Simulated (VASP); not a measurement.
Write the native input for VASP 6.6.1 that does the following.

| Quantity | Value |
| --- | --- |
| Task | single point |
| Functional | PBE |
| Potentials or basis | VASP PAW PBE potentials, release 64 (As, Ga_d, Sb) |
| Cutoff | 520 eV |
| k mesh | 8 × 8 × 8 |
| Occupations | fermi-dirac, width 0.02 eV |
| Spin | no spin polarisation |
| Dipole correction | no |
| Further INCAR settings | ALGO = Normal; EDIFF = 1e-07; NBANDS = 36 |

The structure of Ga3SbAs2 lies in POSCAR:

```
Ga3SbAs2
1.0
   -2.0606214411      2.0606214411      8.7275847538
    2.0606214411     -2.0606214411      8.7275847538
    2.0606214411      2.0606214411     -8.7275847538
As Ga Sb
2 3 1
Direct
    0.1707568464      0.1707568464      0.0000000000
    0.8292431536      0.8292431536      0.0000000000
    0.7500000000      0.2500000000      0.5000000000
    0.4086565803      0.9086565803      0.5000000000
    0.0913434197      0.5913434197      0.5000000000
    0.5000000000      0.5000000000      0.0000000000
```

One way to write it, as run:

INCAR

```
ALGO = Normal ; EDIFF = 1E-7
ENCUT = 520 ; GGA = PE
ISIF = 2 ; ISMEAR = -1
LASPH = T ; LCHARG = T
LELF = T ; LREAL = F
LVHAR = T ; LWAVE = F
NBANDS = 36 ; NELM = 100
PREC = Accurate ; SIGMA = 0.02
```

KPOINTS

```
k-points
0
Gamma
  8 8 8
```

Potentials or basis: VASP PAW PBE potentials, release 64 (As, Ga_d, Sb).

Launch:

```sh
$ cat potpaw_PBE.64/As/POTCAR potpaw_PBE.64/Ga_d/POTCAR potpaw_PBE.64/Sb/POTCAR > POTCAR
$ mpirun -np 1 vasp_std > vasp.out
```

Results of the run:

```json
{"Pressure": "2.6 GPa", "Largest force": "0.012 eV/Å", "Band gap on the k mesh": "0.03 eV"}
```

Caveat: semilocal functionals underestimate gaps, and a narrow one can read as zero; spin-orbit coupling is left out, which moves the levels of the heavy elements.

Run time: 42 min on 1 thread of Oxide Virtual Turin-like Processor, on a shared host, peak memory 0.82 GiB.
